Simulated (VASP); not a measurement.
A run of VASP 6.6.1:

File POSCAR:

```
NaH
1.0
   -0.2696660593      2.3970316378      2.3970316378
    2.3970316378     -0.2696660593      2.3970316378
    2.1273655785      2.1273655785      0.0000000000
Na H
1 1
Direct
    0.0000000000      0.0000000000      0.0000000000
    0.5000000000      0.5000000000      0.5000000000
```

The input INCAR.step1:

```
SYSTEM = NaH
PREC = Accurate
ENCUT = 520
ISMEAR = -1
SIGMA = 0.2
LREAL = .False.
LASPH = .True.
NELM = 100
NBANDS = 11
GGA = PE
ALGO = Normal
EDIFF = 1E-4
LWAVE = .True.
LCHARG = .False.
```

Contents of INCAR.step2:

```
SYSTEM = NaH
PREC = Accurate
ENCUT = 520
EDIFF = 1E-6
ISMEAR = -1
SIGMA = 0.2
LREAL = .False.
LASPH = .True.
NELM = 100
ALGO = Normal
ISIF = 2
LWAVE = .False.
LCHARG = .False.
METAGGA = R2SCAN
LMIXTAU = .True.
NBANDS = 11
ISTART = 1
```

Contents of KPOINTS:

```
Automatic mesh
0
Gamma
  8 8 8
  0 0 0
```

Potentials or basis: VASP PAW PBE potentials, release 64 (Na_pv, H).

Command:

```bash
$ cat potpaw_PBE.64/Na_pv/POTCAR potpaw_PBE.64/H/POTCAR > POTCAR
$ cp INCAR.step1 INCAR
$ mpirun -np 1 vasp_std > vasp.out
$ cp INCAR.step2 INCAR
$ mpirun -np 1 vasp_std > vasp.out
```

Hardware: 1 thread of Intel(R) Xeon(R) 6975P-C (Granite Rapids), on a shared host.

Task: How long does it take, and how much memory?

Result: Run time: 49 s on 1 thread of Intel(R) Xeon(R) 6975P-C (Granite Rapids), on a shared host, peak memory 0.16 GiB. Counts: k points 95.
